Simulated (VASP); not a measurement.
# Mg2O5 (P-3m1) in VASP: a series of runs

Mg2O5 is run at these levels: PBE; tasks: single point.

Program: VASP 6.6.1. These are calculated values, not measurements. Logs are shortened: lines on timing, memory, paths and dates and some standing lists are left out, and cuts for length are marked.

## (1) The cell of the first run

Symmetry: P-3m1, No. 164, trigonal system. Conventional cell: a = 3.130 Å, b = 3.130 Å, c = 8.759 Å, α = 90.00°, β = 90.00°, γ = 120.00°. Within 2.7 Å of Mg (site symmetry 3m) lie 6 O at 2.07 to 2.19 Å. O (site symmetry 3m) has 1 O at 1.38 Å within 1.8 Å. O (site symmetry 3m) has 1 O at 1.38 Å within 1.8 Å. Within 2.9 Å of O (site symmetry -3m) lie 6 Mg at 2.19 Å and 6 O at 2.88 Å.

## (2) Single point, PBE, collinear spin, ferromagnetic start

The input, INCAR:

```
PREC = Accurate
ENCUT = 520
EDIFF = 1E-6
ISMEAR = 0
SIGMA = 0.1
LREAL = F
LASPH = T
NELM = 150
ALGO = Normal
ISIF = 2
LWAVE = F
LCHARG = F
ISPIN = 2
MAGMOM = 0 0 1 1 1 1 1
LORBIT = 11
GGA = PE
NBANDS = 30
```

The input, KPOINTS:

```
regular mesh
0
Gamma
  6 6 2
```

The input, POSCAR:

```
Mg2O5
1.0
    3.1299654963      0.0000000000      0.0000000000
   -1.5649827481      2.7106296327      0.0000000000
    0.0000000000      0.0000000000      8.7586749799
Mg O
2 5
Direct
    0.6666666667      0.3333333333      0.8588726754
    0.3333333333      0.6666666667      0.1411273246
    0.3333333333      0.6666666667      0.7435796959
    0.3333333333      0.6666666667      0.5860871124
    0.6666666667      0.3333333333      0.2564203041
    0.6666666667      0.3333333333      0.4139128876
    0.0000000000      0.0000000000      0.0000000000
```

Potentials or basis: VASP PAW PBE potentials, release 64 (Mg, O).

Launch:

```bash
$ cat potpaw_PBE.64/Mg/POTCAR potpaw_PBE.64/O/POTCAR > POTCAR
$ mpirun -np 1 vasp_std > vasp.out
```

OUTCAR:

```text
PREC = Accurate
   ENCUT = 520
   EDIFF = 1E-6
   ISMEAR = 0
   LREAL = F
   LASPH = T
   NELM = 150
   ISIF = 2
   ISPIN = 2
   LORBIT = 11
   GGA = PE

 ion  position               nearest neighbor table
   1  0.667  0.333  0.859-   3 2.07   3 2.07   3 2.07   7 2.19   7 2.19   7 2.19   2 3.06   2 3.06
                             2 3.06
   2  0.333  0.667  0.141-   5 2.07   5 2.07   5 2.07   7 2.19   7 2.19   7 2.19   1 3.06   1 3.06
                             1 3.06
   3  0.333  0.667  0.744-   4 1.38   1 2.07   1 2.07   1 2.07
   4  0.333  0.667  0.586-   3 1.38
   5  0.667  0.333  0.256-   6 1.38   2 2.07   2 2.07   2 2.07
   6  0.667  0.333  0.414-   5 1.38
   7  0.000  0.000  0.000-   1 2.19   2 2.19   2 2.19   1 2.19   1 2.19   2 2.19

  LATTYP: Found a hexagonal cell.
 ALAT       =     3.1299654963
 C/A-ratio  =     2.7983295631

  Lattice vectors:

 A1 = (   3.1299654963,   0.0000000000,   0.0000000000)
 A2 = (  -1.5649827481,   2.7106296327,   0.0000000000)
 A3 = (   0.0000000000,   0.0000000000,   8.7586749799)

Analysis of symmetry for initial positions (statically):
=====================================================================
 Subroutine PRICEL returns:
 Original cell was already a primitive cell.

 Routine SETGRP: Setting up the symmetry group for a
 hexagonal supercell.

 Subroutine GETGRP returns: Found 12 space group operations
 (whereof 12 operations were pure point group operations)
 out of a pool of 24 trial point group operations.

The static configuration has the point symmetry D_3d.

Analysis of symmetry for dynamics (positions and initial velocities):
=====================================================================
 Subroutine PRICEL returns:
 Original cell was already a primitive cell.

 Routine SETGRP: Setting up the symmetry group for a
 hexagonal supercell.

 Subroutine GETGRP returns: Found 12 space group operations
 (whereof 12 operations were pure point group operations)
 out of a pool of 24 trial point group operations.

The dynamic configuration has the point symmetry D_3d.

Analysis of structural, dynamic, and magnetic symmetry:
=====================================================================
 Subroutine PRICEL returns:
 Original cell was already a primitive cell.

 Routine SETGRP: Setting up the symmetry group for a
 hexagonal supercell.

 Subroutine GETGRP returns: Found 12 space group operations
 (whereof 12 operations were pure point group operations)
 out of a pool of 24 trial point group operations.

The overall configuration has the point symmetry D_3d.

 Subroutine INISYM returns: Found 12 space group operations
 (whereof 12 operations are pure point group operations),
 and found     1 'primitive' translations

----------------------------------------------------------------------------------------

                                     Primitive cell

  volume of cell :      74.3102

  direct lattice vectors                    reciprocal lattice vectors
     3.129965496  0.000000000  0.000000000     0.319492340  0.184458988  0.000000000
    -1.564982748  2.710629633  0.000000000     0.000000000  0.368917977  0.000000000
     0.000000000  0.000000000  8.758674980     0.000000000  0.000000000  0.114172521

  length of vectors
     3.129965496  3.129965496  8.758674980     0.368917977  0.368917977  0.114172521

  position of ions in fractional coordinates (direct lattice)
     0.666666667  0.333333333  0.858872675
     0.333333333  0.666666667  0.141127325
     0.333333333  0.666666667  0.743579696
     0.333333333  0.666666667  0.586087112
     0.666666667  0.333333333  0.256420304
     0.666666667  0.333333333  0.413912888
     0.000000000  0.000000000  0.000000000

  ion indices of the primitive-cell ions
   primitive index   ion index
                 1           1
                 2           2
[... 42 lines left out ...]
  0.166667  0.000000  0.500000      6.000000
  0.333333  0.000000  0.500000      6.000000
  0.500000  0.000000  0.500000      3.000000
  0.166667  0.166667  0.500000      6.000000
  0.333333  0.166667  0.500000     12.000000
  0.333333  0.333333  0.500000      2.000000
   k-points           NKPTS =     14   k-points in BZ     NKDIM =     14   number of bands    NBANDS=     30
   number of dos      NEDOS =    301   number of ions     NIONS =      7
   total plane-waves  NPLWV =  40320
   dimension x,y,z NGX =    24 NGY =   24 NGZ =   70
   dimension x,y,z NGXF=    48 NGYF=   48 NGZF=  140
   ions per type =               2   5
   NGX,Y,Z   is equivalent  to a cutoff of  12.75, 12.75, 13.29 a.u.
   NGXF,Y,Z  is equivalent  to a cutoff of  25.49, 25.49, 26.57 a.u.
 SYSTEM =  unknown system
   PREC   = accura    normal or accurate (medium, high low for compatibility)
   ISTART =      0    job   : 0-new  1-cont  2-samecut
   ICHARG =      2    charge: 1-file 2-atom 10-const
   ISPIN  =      2    spin polarized calculation?
   LNONCOLLINEAR =      F non collinear calculations
   LSORBIT =      F    spin-orbit coupling
   LASPH  =      T    aspherical Exc in radial PAW
   ENCUT  =  520.0 eV  38.22 Ry    6.18 a.u.   5.82  5.82 16.29*2*pi/ulx,y,z
   NELM   =    150;   NELMIN=  2; NELMDL= -5     # of ELM steps
   EDIFF  = 0.1E-05   stopping-criterion for ELM
   LREAL  =      F    real-space projection
   EDIFFG = 0.1E-04   stopping-criterion for IOM
   NSW    =      0    number of steps for IOM
   IBRION =     -1    ionic relax: 0-MD 1-quasi-New 2-CG
   NFREE  =      0    steps in history (QN), initial steepest desc. (CG)
   ISIF   =      2    stress and relaxation
   ISYM   =      2    0-nonsym 1-usesym 2-fastsym
   POTIM  = 0.5000    time-step for ionic-motion
   TEBEG  =    0.0;   TEEND  =   0.0 temperature during run
   PSTRESS=    0.0 pullay stress
   NELECT =      34.0000    total number of electrons
   NUPDOWN=      -1.0000    fix difference up-down
   EMIN   =  10.00;   EMAX   =-10.00  energy-range for DOS
   EFERMI =   0.00;   METHOD = LEGACY
   ISMEAR =     0;   SIGMA  =   0.10  broadening in eV -4-tet -1-fermi 0-gaus
   EFERMI_NEDOS =   21; number of points for ismear=-14 and -15
   IALGO  =     38    algorithm
   IMIX   =      4    mixing-type and parameters
     AMIX     =   0.40;   BMIX     =  1.00
     AMIX_MAG =   1.60;   BMIX_MAG =  1.00
  volume/ion in A,a.u.               =      10.62        71.64
  Fermi-wavevector in a.u.,A,eV,Ry     =   1.261494  2.383877 21.651854  1.591366
  Thomas-Fermi vector in A             =   2.394950
   LORBIT       =     11    0 simple, 1 ext, 2 COOP (PROOUT), +10 PAW based schemes
   GGA     = PE    functional components
   LHFCALC =     F    Hartree Fock is set to
   AEXX    =    0.0000 exact exchange contribution
   IVDW    =     0    specifies the selected vdW correction
   LEPSILON=     F    determine dielectric tensor
   LRPA    =     F    only Hartree local field effects (RPA)
 spin polarized calculation
 Gauss-broadening in eV      SIGMA  =   0.10
  energy-cutoff  :      520.00
  volume of cell :       74.31
 maximum number of plane-waves:      2020
 NGX is ok and might be reduce to    24
   NGX = 11   NGY = 11   NGZ = 33

 number of electron      33.9999982 magnetization       2.0002941

 Free energy of the ion-electron system (eV)
  ---------------------------------------------------
  ext. energy  EPLUGINS =         0.00000000
  ---------------------------------------------------
  free energy    TOTEN  =       -36.01848669 eV

  energy without entropy =      -36.00590078  energy(sigma->0) =      -36.01219373

 E-fermi :   2.8164     XC(G=0): -10.0673

 val. band max:        2.7299890469   @ k =   0.3333   0.3333   0.0000
 cond. band min:       2.8337299326   @ k =   0.1667   0.0000   0.5000
 fundamental gap:      0.1037408857
 Fermi energy:         2.8164220494

 spin component 1

 k-point     1 :       0.0000    0.0000    0.0000
  band No.  band energies     occupation
      1     -20.8563      1.00000
      2     -20.5766      1.00000
      3     -15.7704      1.00000
      4     -13.3313      1.00000
      5     -12.4745      1.00000
      6      -5.1231      1.00000
[... 437 lines left out ...]
     28      15.0199      0.00000
     29      16.2722      0.00000
 Fermi energy:         2.8164220494

 spin component 2

 k-point     1 :       0.0000    0.0000    0.0000
  band No.  band energies     occupation
      1     -20.2441      1.00000
      2     -20.0047      1.00000
      3     -15.7154      1.00000
      4     -12.5544      1.00000
      5     -11.6228      1.00000
      6      -4.7874      1.00000
[... 437 lines left out ...]
     28      15.1653      0.00000
     29      16.4205      0.00000
 [bands above 29 left out]

------------------------ aborting loop because EDIFF is reached ----------------------------------------

  FORCE on cell =-STRESS in cart. coord.  units (eV):
  Direction    XX          YY          ZZ          XY          YZ          ZX
  --------------------------------------------------------------------------------------
  -------------------------------------------------------------------------------------
  Total        0.4660216      0.4660216      0.9875151      0.0000000      0.0000000     -0.0000000
  in kB       10.0477433     10.0477433     21.2914966      0.0000000      0.0000000     -0.0000000
  external PRESSURE =      13.7956611 kB  Pullay stress =       0.0000000 kB

 VOLUME and BASIS-vectors are now :
 -----------------------------------------------------------------------------
  energy-cutoff  :      520.00
  volume of cell :       74.31
      direct lattice vectors                 reciprocal lattice vectors
     3.129965496  0.000000000  0.000000000     0.319492340  0.184458988  0.000000000
    -1.564982748  2.710629633  0.000000000     0.000000000  0.368917977  0.000000000
     0.000000000  0.000000000  8.758674980     0.000000000  0.000000000  0.114172521

 POSITION                                       TOTAL-FORCE (eV/Angst)
 -----------------------------------------------------------------------------------
      1.56498      0.90354      7.52259         0.000000      0.000000     -0.056569
     -0.00000      1.80709      1.23609        -0.000000     -0.000000      0.056569
     -0.00000      1.80709      6.51277        -0.000000      0.000000      0.511310
     -0.00000      1.80709      5.13335        -0.000000     -0.000000     -0.070712
      1.56498      0.90354      2.24590         0.000000      0.000000     -0.511310
      1.56498      0.90354      3.62533         0.000000      0.000000      0.070712
      0.00000      0.00000      0.00000        -0.000000      0.000000      0.000000
 -----------------------------------------------------------------------------------
    total drift:                                0.000000     -0.000000     -0.000000

  FREE ENERGIE OF THE ION-ELECTRON SYSTEM (eV)
  ---------------------------------------------------
  free  energy   TOTEN  =       -36.0184866863 eV

  energy  without entropy=      -36.0059007797  energy(sigma->0) =      -36.01219373

 total charge

# of ion       s       p       d       tot
------------------------------------------
    1        0.140   0.158   0.067   0.365
    2        0.140   0.158   0.067   0.365
    3        1.560   3.472   0.000   5.031
    4        1.630   3.137   0.000   4.767
    5        1.560   3.472   0.000   5.031
    6        1.630   3.137   0.000   4.767
    7        1.541   3.499   0.000   5.040
--------------------------------------------------
tot          8.201  17.033   0.134  25.368

 magnetization (x)

# of ion       s       p       d       tot
------------------------------------------
    1        0.002   0.004   0.002   0.009
    2        0.002   0.004   0.002   0.009
    3        0.002   0.158   0.000   0.160
    4        0.011   0.664   0.000   0.675
    5        0.002   0.158   0.000   0.160
    6        0.011   0.664   0.000   0.675
    7        0.001   0.014   0.000   0.015
--------------------------------------------------
tot          0.032   1.666   0.005   1.703
```

It took 34 s on 1 thread of Intel Xeon 6975P-C (Granite Rapids), shared host; peak memory 0.24 GiB.

Results:

- Free energy: -36.0185 eV
- Pressure: 1.4 GPa
- Largest force: 0.511 eV/Å
- Band gap on the k mesh: zero (filled and empty bands overlap)
- Net moment: 2.00 μB per cell
- Site moments: Mg +0.01; O +0.16, +0.68, +0.01 (each value once) μB
- Valence electrons inside the program's atomic spheres: Mg 0.36; O 5.03, 4.77, 5.04 (each value once)

Forces in eV/Å, atoms in the order of the input:
```
Mg   0.000  0.000 -0.057
Mg   0.000  0.000  0.057
O    0.000  0.000  0.511
O    0.000  0.000 -0.071
O    0.000  0.000 -0.511
O    0.000  0.000  0.071
O    0.000  0.000  0.000
```

Caveat: the k points lie up to 0.39 Å⁻¹ apart; semilocal functionals underestimate gaps, and a narrow one can read as zero.

## (3) Single point, PBE, collinear spin

The input, INCAR:

```
SYSTEM = Mg2O5
PREC = Accurate
ENCUT = 520
EDIFF = 1E-6
ISMEAR = 0
SIGMA = 0.1
LREAL = .False.
LASPH = .True.
NELM = 150
ALGO = Normal
ISIF = 2
LWAVE = .False.
LCHARG = .True.
ISPIN = 2
MAGMOM = 0 0 0.14 0.59 0.14 0.59 0
LORBIT = 11
GGA = PE
LELF = .True.
LVHAR = .True.
NBANDS = 30
```

The input, KPOINTS:

```
Automatic mesh
0
Gamma
  12 12 4
  0 0 0
```

The input, POSCAR:

```
Mg2O5
1.0
    3.1330846416      0.0000000000      0.0000000000
   -1.5665423208      2.7133308919      0.0000000000
    0.0000000000      0.0000000000      8.7386036358
Mg O
2 5
Direct
    0.6666666667      0.3333333333      0.8588160763
    0.3333333333      0.6666666667      0.1411839237
    0.3333333333      0.6666666667      0.7433556876
    0.3333333333      0.6666666667      0.5854995246
    0.6666666667      0.3333333333      0.2566443124
    0.6666666667      0.3333333333      0.4145004754
    0.0000000000      0.0000000000      0.0000000000
```

Potentials or basis: VASP PAW PBE potentials, release 64 (Mg, O).

Launch:

```bash
$ cat potpaw_PBE.64/Mg/POTCAR potpaw_PBE.64/O/POTCAR > POTCAR
$ mpirun -np 1 vasp_std > vasp.out
```

It took 2.3 min on 1 thread of Intel Xeon 6975P-C (Granite Rapids), shared host; peak memory 0.36 GiB.

Results (log left out):

* Free energy: -36.0162 eV
* Pressure: 1.4 GPa
* Largest force: 0.527 eV/Å
* Band gap on the k mesh: zero (filled and empty bands overlap)
* Net moment: 2.00 μB per cell
* Site moments: Mg +0.01; O +0.16, +0.68, +0.01 (each value once) μB
* Valence electrons inside the program's atomic spheres: Mg 0.36; O 5.03, 4.77, 5.04 (each value once)

Forces in eV/Å, atoms in the order of the input:
```
Mg   0.000  0.000 -0.082
Mg   0.000  0.000  0.082
O    0.000  0.000  0.527
O    0.000  0.000 -0.078
O    0.000  0.000 -0.527
O    0.000  0.000  0.078
O    0.000  0.000  0.000
```

Stress tensor (GPa, compression positive):
```
0.91 0.00 0.00
0.00 0.91 0.00
0.00 0.00 2.35
```

Levels at points of the mesh, in eV from the Fermi level:
Spin up:
```
           k point  band 16  band 17  band 18  band 19  band 20  band 21
(0.00, 0.00, 0.00)    -1.12    -0.41    -0.41     2.42     5.01     5.07
(0.50, 0.00, 0.00)    -1.50    -1.15    -0.42     4.63     5.26     7.01
(0.00, 0.00, 0.50)    -1.08    -0.44    -0.44     2.55     4.71     5.53
(0.50, 0.00, 0.50)    -1.57    -1.45    -0.38     4.45     5.41     7.17
```
Spin down:
```csv
k point,band 12,band 13,band 14,band 15,band 16,band 17,band 18,band 19,band 20,band 21
"(0.00, 0.00, 0.00)",-3.51,-2.64,-2.64,0.15,0.15,1.01,1.01,2.58,5.26,5.30
"(0.50, 0.00, 0.00)",-4.72,-3.41,-3.22,-1.11,-0.34,0.10,1.05,5.01,5.78,7.13
"(0.00, 0.00, 0.50)",-3.82,-2.65,-2.65,0.17,0.17,0.99,0.99,2.69,5.16,5.60
"(0.50, 0.00, 0.50)",-4.77,-3.62,-3.19,-0.81,-0.38,-0.13,1.08,4.83,5.89,7.35
```

Caveat: semilocal functionals underestimate gaps, and a narrow one can read as zero.

The gap in the log of VASP goes by the Fermi energy; the results here count the filled bands.